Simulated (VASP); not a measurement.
A run of VASP 6.6.1 is set up as follows.

The input INCAR:

```
SYSTEM = Cu2O
  PREC = Accurate
  ENCUT = 600
  EDIFF = 1E-6
  ISMEAR = 0
  SIGMA = 0.02
  LREAL = .False.
  LASPH = .True.
  NELM = 120
  ALGO = Normal
  ISIF = 2
  LWAVE = .False.
  LCHARG = .True.
  GGA = PS
  LELF = .True.
  LVHAR = .True.
  NBANDS = 37
  GGA_COMPAT = .False.
```

Contents of KPOINTS:

```
regular mesh
0
Gamma
  8 8 8
  0 0 0
```

The input POSCAR:

```
Cu2O
1.0
    4.1159472619      0.0000000000      0.0000000000
    0.0000000000      4.1159472619      0.0000000000
    0.0000000000      0.0000000000      4.1159472619
Cu O
4 2
Direct
    0.2500000000      0.2500000000      0.2500000000
    0.2500000000      0.7500000000      0.7500000000
    0.7500000000      0.7500000000      0.2500000000
    0.7500000000      0.2500000000      0.7500000000
    0.0000000000      0.0000000000      0.0000000000
    0.5000000000      0.5000000000      0.5000000000
```

Potentials or basis: VASP PAW PBE potentials, release 64 (Cu, O).

Command:

```sh
$ cat potpaw_PBE.64/Cu/POTCAR potpaw_PBE.64/O/POTCAR > POTCAR
$ mpirun -np 1 vasp_std > vasp.out
```

Task: Predict the pressure.

Result: 13.1 GPa.

Task: Estimate the band gap on the k mesh.

Result: 0.77 eV.

Caveat: the cell stands under pressure; the PAW data sets were made with another functional, which shifts forces and pressure a little. A k mesh can miss the band edges.
